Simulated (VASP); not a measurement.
# NaC2 (P4_2/mnm) in VASP: relaxation of cell and atoms with PBE

Aim: the relaxation of cell and atoms of NaC2 with PBE.

Everything below comes from runs of VASP 6.6.1. Logs are shortened: lines on timing, memory, paths and dates and some standing lists are left out, and cuts for length are marked.

**1. The cell of the first run**

Symmetry: P4_2/mnm, No. 136, tetragonal system. Conventional cell: a = 4.910 Å, b = 4.910 Å, c = 3.162 Å, α = 90.00°, β = 90.00°, γ = 90.00°. Na (site symmetry mmm) has 6 C at 2.08 to 2.12 Å within 2.8 Å. C (site symmetry m2m) has 3 Na at 2.08 to 2.12 Å and 1 C at 2.69 Å within 2.8 Å.

**2. Relaxation of cell and atoms, PBE**

Input file INCAR:

```
SYSTEM = NaC2
PREC = Accurate ; ENCUT = 1130
EDIFF = 1E-7 ; ISMEAR = 0
SIGMA = 0.1 ; LREAL = .FALSE.
LASPH = .TRUE. ; NELM = 120
ALGO = Normal ; ISIF = 3
LWAVE = .FALSE. ; LCHARG = .FALSE.
GGA = PE ; IBRION = 2
NSW = 90 ; EDIFFG = -0.04
GGA_COMPAT = .FALSE. ; NELMIN = 4
```

Input file KPOINTS:

```
Automatic mesh
0
G
  4 4 6
  0 0 0
```

Input file POSCAR:

```
NaC2
1.0
    4.9096357645      0.0000000000      0.0000000000
    0.0000000000      4.9096357645      0.0000000000
    0.0000000000      0.0000000000      3.1623013120
Na C
2 4
Direct
    0.0000000000      0.0000000000      0.0000000000
    0.5000000000      0.5000000000      0.5000000000
    0.3060000000      0.3060000000      0.0000000000
    0.1940000000      0.8060000000      0.5000000000
    0.6940000000      0.6940000000      0.0000000000
    0.8060000000      0.1940000000      0.5000000000
```

Potentials or basis: VASP PAW PBE potentials, release 64 (Na_sv, C).

Command:

```sh
cat potpaw_PBE.64/Na_sv/POTCAR potpaw_PBE.64/C/POTCAR > POTCAR
mpirun -np 1 vasp_std > vasp.out
```

OUTCAR:

```text
SYSTEM = NaC2
   PREC = Accurate
   ENCUT = 1130
   EDIFF = 1E-7
   ISMEAR = 0
   LREAL = .FALSE.
   LASPH = .TRUE.
   NELM = 120
   ISIF = 3
   GGA = PE
   IBRION = 2
   NSW = 90
   EDIFFG = -0.04
   NELMIN = 4

 ion  position               nearest neighbor table
   1  0.000  0.000  0.000-
   2  0.500  0.500  0.500-
   3  0.306  0.306  0.000-
   4  0.194  0.806  0.500-
   5  0.694  0.694  0.000-
   6  0.806  0.194  0.500-

  LATTYP: Found a simple tetragonal cell.
 ALAT       =     4.9096357645
 C/A-ratio  =     0.6441010013

  Lattice vectors:

 A1 = (   4.9096357645,   0.0000000000,   0.0000000000)
 A2 = (   0.0000000000,   4.9096357645,   0.0000000000)
 A3 = (   0.0000000000,   0.0000000000,   3.1623013120)

Analysis of symmetry for initial positions (statically):
=====================================================================
 Subroutine PRICEL returns:
 Original cell was already a primitive cell.

 Routine SETGRP: Setting up the symmetry group for a
 simple tetragonal supercell.

 Subroutine GETGRP returns: Found 16 space group operations
 (whereof  8 operations were pure point group operations)
 out of a pool of 16 trial point group operations.

The static configuration has the point symmetry D_2h.
 The point group associated with its full space group is D_4h.

Analysis of symmetry for dynamics (positions and initial velocities):
=====================================================================
 Subroutine PRICEL returns:
 Original cell was already a primitive cell.

 Routine SETGRP: Setting up the symmetry group for a
 simple tetragonal supercell.

 Subroutine GETGRP returns: Found 16 space group operations
 (whereof  8 operations were pure point group operations)
 out of a pool of 16 trial point group operations.

The dynamic configuration has the point symmetry D_2h.
 The point group associated with its full space group is D_4h.

 Subroutine INISYM returns: Found 16 space group operations
 (whereof  8 operations are pure point group operations),
 and found     1 'primitive' translations

----------------------------------------------------------------------------------------

                                     Primitive cell

  volume of cell :      76.2258

  direct lattice vectors                    reciprocal lattice vectors
     4.909635764  0.000000000  0.000000000     0.203681097  0.000000000  0.000000000
     0.000000000  4.909635764  0.000000000     0.000000000  0.203681097  0.000000000
     0.000000000  0.000000000  3.162301312     0.000000000  0.000000000  0.316225401

  length of vectors
     4.909635764  4.909635764  3.162301312     0.203681097  0.203681097  0.316225401

  position of ions in fractional coordinates (direct lattice)
     0.000000000  0.000000000  0.000000000
     0.500000000  0.500000000  0.500000000
     0.306000000  0.306000000  0.000000000
     0.194000000  0.806000000  0.500000000
     0.694000000  0.694000000  0.000000000
     0.806000000  0.194000000  0.500000000

  ion indices of the primitive-cell ions
   primitive index   ion index
                 1           1
                 2           2
                 3           3
                 4           4
                 5           5
                 6           6

----------------------------------------------------------------------------------------

 KPOINTS: Automatic mesh

Automatic generation of k-mesh.
 Grid dimensions read from file:
 generate k-points for:    4    4    6

 Generating k-lattice:

  Cartesian coordinates                     Fractional coordinates (reciprocal lattice)
     0.050920274  0.000000000  0.000000000     0.250000000  0.000000000  0.000000000
     0.000000000  0.050920274  0.000000000     0.000000000  0.250000000  0.000000000
     0.000000000  0.000000000  0.052704233     0.000000000  0.000000000  0.166666667

  Length of vectors
     0.050920274  0.050920274  0.052704233

  Shift w.r.t. Gamma in fractional coordinates (k-lattice)
     0.000000000  0.000000000  0.000000000

 Subroutine IBZKPT returns following result:
 ===========================================

 Found     24 irreducible k-points:

 Following reciprocal coordinates:
            Coordinates               Weight
  0.000000  0.000000  0.000000      1.000000
  0.250000  0.000000  0.000000      4.000000
  0.500000  0.000000  0.000000      2.000000
  0.250000  0.250000  0.000000      4.000000
  0.500000  0.250000  0.000000      4.000000
  0.500000  0.500000  0.000000      1.000000
[... 16 lines left out ...]
  0.500000  0.250000  0.500000      4.000000
  0.500000  0.500000  0.500000      1.000000
   k-points           NKPTS =     24   k-points in BZ     NKDIM =     24   number of bands    NBANDS=     21
   number of dos      NEDOS =    301   number of ions     NIONS =      6
   total plane-waves  NPLWV = 104976
   dimension x,y,z NGX =    54 NGY =   54 NGZ =   36
   dimension x,y,z NGXF=   108 NGYF=  108 NGZF=   72
   ions per type =               2   4
   NGX,Y,Z   is equivalent  to a cutoff of  18.29, 18.29, 18.93 a.u.
   NGXF,Y,Z  is equivalent  to a cutoff of  36.57, 36.57, 37.85 a.u.
 SYSTEM =  NaC2
   PREC   = accura    normal or accurate (medium, high low for compatibility)
   ISTART =      0    job   : 0-new  1-cont  2-samecut
   ICHARG =      2    charge: 1-file 2-atom 10-const
   ISPIN  =      1    spin polarized calculation?
   LNONCOLLINEAR =      F non collinear calculations
   LSORBIT =      F    spin-orbit coupling
   LASPH  =      T    aspherical Exc in radial PAW
   ENCUT  = 1130.0 eV  83.05 Ry    9.11 a.u.  13.46 13.46  8.67*2*pi/ulx,y,z
   NELM   =    120;   NELMIN=  4; NELMDL= -5     # of ELM steps
   EDIFF  = 0.1E-06   stopping-criterion for ELM
   LREAL  =      F    real-space projection
   EDIFFG = -.4E-01   stopping-criterion for IOM
   NSW    =     90    number of steps for IOM
   IBRION =      2    ionic relax: 0-MD 1-quasi-New 2-CG
   NFREE  =      1    steps in history (QN), initial steepest desc. (CG)
   ISIF   =      3    stress and relaxation
   ISYM   =      2    0-nonsym 1-usesym 2-fastsym
   POTIM  = 0.5000    time-step for ionic-motion
   TEBEG  =    0.0;   TEEND  =   0.0 temperature during run
   PSTRESS=    0.0 pullay stress
   NELECT =      34.0000    total number of electrons
   NUPDOWN=      -1.0000    fix difference up-down
   EMIN   =  10.00;   EMAX   =-10.00  energy-range for DOS
   EFERMI =   0.00;   METHOD = LEGACY
   ISMEAR =     0;   SIGMA  =   0.10  broadening in eV -4-tet -1-fermi 0-gaus
   EFERMI_NEDOS =   21; number of points for ismear=-14 and -15
   IALGO  =     38    algorithm
   IMIX   =      4    mixing-type and parameters
     AMIX     =   0.40;   BMIX     =  1.00
     AMIX_MAG =   1.60;   BMIX_MAG =  1.00
  volume/ion in A,a.u.               =      12.70        85.73
  Fermi-wavevector in a.u.,A,eV,Ry     =   1.250836  2.363738 21.287565  1.564592
  Thomas-Fermi vector in A             =   2.384812
   LORBIT       =      0    0 simple, 1 ext, 2 COOP (PROOUT), +10 PAW based schemes
   GGA     = PE    functional components
   LHFCALC =     F    Hartree Fock is set to
   AEXX    =    0.0000 exact exchange contribution
   IVDW    =     0    specifies the selected vdW correction
   LEPSILON=     F    determine dielectric tensor
   LRPA    =     F    only Hartree local field effects (RPA)
 conjugate gradient relaxation of ions
 non-spin polarized calculation
 Gauss-broadening in eV      SIGMA  =   0.10
  energy-cutoff  :     1130.00
  volume of cell :       76.23
 maximum number of plane-waves:      6608
 NGX is ok and might be reduce to    54
   NGX = 27   NGY = 27   NGZ = 17

--------------------------------------- Ionic step        1  -------------------------------------------

 number of electron      33.9999997 magnetization

 Free energy of the ion-electron system (eV)
  ---------------------------------------------------
  ext. energy  EPLUGINS =         0.00000000
  ---------------------------------------------------
  free energy    TOTEN  =       -13.28574974 eV

  energy without entropy =      -13.26019980  energy(sigma->0) =      -13.27297477

------------------------ aborting loop because EDIFF is reached ----------------------------------------

  FORCE on cell =-STRESS in cart. coord.  units (eV):
  Direction    XX          YY          ZZ          XY          YZ          ZX
  --------------------------------------------------------------------------------------
  -------------------------------------------------------------------------------------
  Total        7.1511292      7.1511292     15.8315356      0.0000000      0.0000000      0.0000000
  in kB      150.3084548    150.3084548    332.7605461      0.0000000      0.0000000      0.0000000
  external PRESSURE =     211.1258186 kB  Pullay stress =       0.0000000 kB
[... 101 lines left out ...]
  FREE ENERGIE OF THE ION-ELECTRON SYSTEM (eV)
  ---------------------------------------------------
  free  energy   TOTEN  =       -14.8714307098 eV

  energy  without entropy=      -14.8377455211  energy(sigma->0) =      -14.85458812

 E-fermi :   0.0748     XC(G=0):  -8.5177

 val. band max:        0.0658275631   @ k =   0.5000   0.2500   0.3333
 cond. band min:       0.0973804137   @ k =   0.0000   0.0000   0.0000
 fundamental gap:      0.0315528506
 Fermi energy:         0.0748208796

 k-point     1 :       0.0000    0.0000    0.0000
  band No.  band energies     occupation
      1     -49.8685      2.00000
      2     -49.8676      2.00000
      3     -21.8635      2.00000
      4     -21.8635      2.00000
      5     -21.8194      2.00000
      6     -21.8194      2.00000
[... 550 lines left out ...]
      5     -21.8431      2.00000
      6     -21.8431      2.00000
[... 13 lines left out ...]
     20       1.0947      0.00000
     21       1.1990      0.00000

[... ionic steps 4 to 32 ...]

--------------------------------------- Ionic step       33  -------------------------------------------

 number of electron      34.0000015 magnetization

------------------------ aborting loop because EDIFF is reached ----------------------------------------

  FORCE on cell =-STRESS in cart. coord.  units (eV):
  Direction    XX          YY          ZZ          XY          YZ          ZX
  --------------------------------------------------------------------------------------
  -------------------------------------------------------------------------------------
  Total       -0.0420353     -0.0420353      0.3794570      0.0000000      0.0000000      0.0000000
  in kB       -0.6754658     -0.6754658      6.0974932      0.0000000      0.0000000      0.0000000
  external PRESSURE =       1.5821872 kB  Pullay stress =       0.0000000 kB
[... 65 lines left out ...]
  energy  without entropy=      -30.3535851341  energy(sigma->0) =      -30.37552272

--------------------------------------- Ionic step       35  -------------------------------------------

 number of electron      34.0000015 magnetization

 Free energy of the ion-electron system (eV)
  ---------------------------------------------------
  ext. energy  EPLUGINS =         0.00000000
  ---------------------------------------------------
  free energy    TOTEN  =       -30.39784341 eV

  energy without entropy =      -30.35372534  energy(sigma->0) =      -30.37578438

 E-fermi :  -1.2314     XC(G=0):  -8.1400

 val. band max:       -1.2587343247   @ k =   0.5000   0.2500   0.3333
 cond. band min:      -1.1886644592   @ k =   0.5000   0.2500   0.1667
 fundamental gap:      0.0700698655
 Fermi energy:        -1.2313808916

 k-point     1 :       0.0000    0.0000    0.0000
  band No.  band energies     occupation
      1     -50.2068      2.00000
      2     -50.2058      2.00000
      3     -22.1585      2.00000
      4     -22.1585      2.00000
      5     -22.1261      2.00000
      6     -22.1261      2.00000
[... 598 lines left out ...]
  FREE ENERGIE OF THE ION-ELECTRON SYSTEM (eV)
  ---------------------------------------------------
  free  energy   TOTEN  =       -30.3978434132 eV

  energy  without entropy=      -30.3537253435  energy(sigma->0) =      -30.37578438

 reached required accuracy - stopping structural energy minimisation
```

Run time: 29 min. Hardware: 1 thread of Intel Xeon Platinum 8488C (Sapphire Rapids), shared host; peak memory 0.36 GiB.

What came out:

* Free energy: -30.3978 eV
* Relaxed volume: 16.63 Å³/atom
* Relaxed cell: a = 4.575 Å, b = 4.575 Å, c = 4.767 Å, α = 90.00°, β = 90.00°, γ = 90.00°
* Space group after relaxing (to 0.1 Å): P4_2/mnm (No. 136)
* Pressure after relaxing: 0.0 GPa
* Largest force after relaxing: 0.033 eV/Å
* Band gap on the k mesh: zero (bands 17 and 18 overlap by 0.60 eV)

Forces on the atoms (eV/Å):
```
Na   0.000  0.000  0.000
Na   0.000  0.000  0.000
C   -0.023 -0.023  0.000
C    0.023 -0.023  0.000
C    0.023  0.023  0.000
C   -0.023  0.023  0.000
```

Stress tensor (GPa, compression positive):
```
-0.19  0.00  0.00
 0.00 -0.19  0.00
 0.00  0.00  0.37
```

Final structure:
```yaml
crystal:
  lattice:
    - [4.57536, 0.00000, 0.00000]
    - [0.00000, 4.57536, 0.00000]
    - [0.00000, 0.00000, 4.76745]
  atoms:
    - { symbol: Na, position: [0.00000, 0.00000, 0.00000] }
    - { symbol: Na, position: [0.50000, 0.50000, 0.50000] }
    - { symbol: C, position: [0.40202, 0.40202, 0.00000] }
    - { symbol: C, position: [0.09798, 0.90202, 0.50000] }
    - { symbol: C, position: [0.59798, 0.59798, 0.00000] }
    - { symbol: C, position: [0.90202, 0.09798, 0.50000] }
```

Caveat: the volume moved by over 15 % at a fixed basis, so the end points are rough.

The gap in the log of VASP goes by the Fermi energy; the results here count the filled bands.